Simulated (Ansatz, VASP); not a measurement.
## Two plane-wave programs on FePt

Contents of INCAR:

```
SYSTEM = FePt
PREC     = Accurate       ! precision mode
ENCUT    = 600            ! plane-wave cutoff, eV
EDIFF    = 1E-6           ! SCF threshold, eV
ISMEAR   = 0              ! smearing method
SIGMA    = 0.1            ! smearing width, eV
LREAL    = .FALSE.        ! projectors in reciprocal space
LASPH    = .TRUE.         ! aspherical terms in the spheres
NELM     = 200            ! most SCF steps
ALGO     = Normal         ! electronic algorithm
ISIF     = 2              ! what is computed and relaxed
LWAVE    = .FALSE.        ! write WAVECAR
LCHARG   = .FALSE.        ! write CHGCAR
ISPIN    = 2              ! spin polarisation
MAGMOM   = 4 0            ! initial moments
LORBIT   = 11             ! projections on sites
LMAXMIX  = 4              ! l up to which the mixer works
GGA      = PE             ! functional
NBANDS   = 20             ! bands
GGA_COMPAT= .FALSE.
```

File KPOINTS:

```
Automatic mesh
0
G
  6 6 4
  0 0 0
```

The input POSCAR:

```
FePt
1.0
    2.7015740300      0.0000000000      0.0000000000
   -1.3507870200      2.3396317400      0.0000000000
    0.0000000000      0.0000000000      4.3399491500
Fe Pt
1 1
Direct
    0.6666666700      0.3333333300      0.5000000000
    0.3333333300      0.6666666700      0.0000000000
```

Input for Ansatz:

```yaml
crystal:
  lattice:
    - [2.70157403, 0.0, 0.0]
    - [-1.35078702, 2.33963174, 0.0]
    - [0.0, 0.0, 4.33994915]
  atoms:
    - { symbol: Fe, position: [0.66666667, 0.33333333, 0.5], spin: 4.0 }
    - { symbol: Pt, position: [0.33333333, 0.66666667, 0.0] }
basis:
  ecutwfc: 420
kpoints:
  mp_grid: { grid: [6, 6, 4] }
hamiltonian:
  xc: pbe
scf:
  occupations: { method: gaussian, width: 0.1 }
  lower_state_search: "off"
output:
  forces: true
  stress: true
  eigenvalues: true
  populations: true
magnetization:
  spin_polarized: true
```

Alike in both runs: task single point; functional PBE; k mesh 6 × 6 × 4; occupations gaussian, width 0.1 eV; collinear spin.

|  | VASP | Ansatz |
| --- | --- | --- |
| version | VASP 6.6.1 | Ansatz 0.2.0 |
| potentials or method | VASP PAW PBE potentials, release 64 (Fe, Pt), cutoff 600 eV | scalar-relativistic, plane waves, PAW |
| valence electrons in the cell | 18 | 34 |

```csv
,VASP,Ansatz,Ansatz less VASP
gap on the k mesh at the Fermi level (eV),none,none,-
pressure (GPa),4.8,5.3,+0.46
"traceless stress, the component that is largest in VASP (GPa)",1.29,1.32,+0.026
net moment per atom (μB),1.55,1.55,+0.005
size of the moment on the site where the two differ most (μB),0.25,0.29,+0.044
```

Site moments also hang on the region over which each program counts them. A gap of «none» marks a metal or a gap that the smearing closes. With one functional, cell and mesh, what is left measures potentials, basis and numerics. VASP's potentials hold 18 valence electrons a cell and Ansatz's 34, so a difference there can come from the potentials and not from the codes.

The k mesh is coarse, so the values compare programs but aren't converged. Spin-orbit coupling is off throughout.
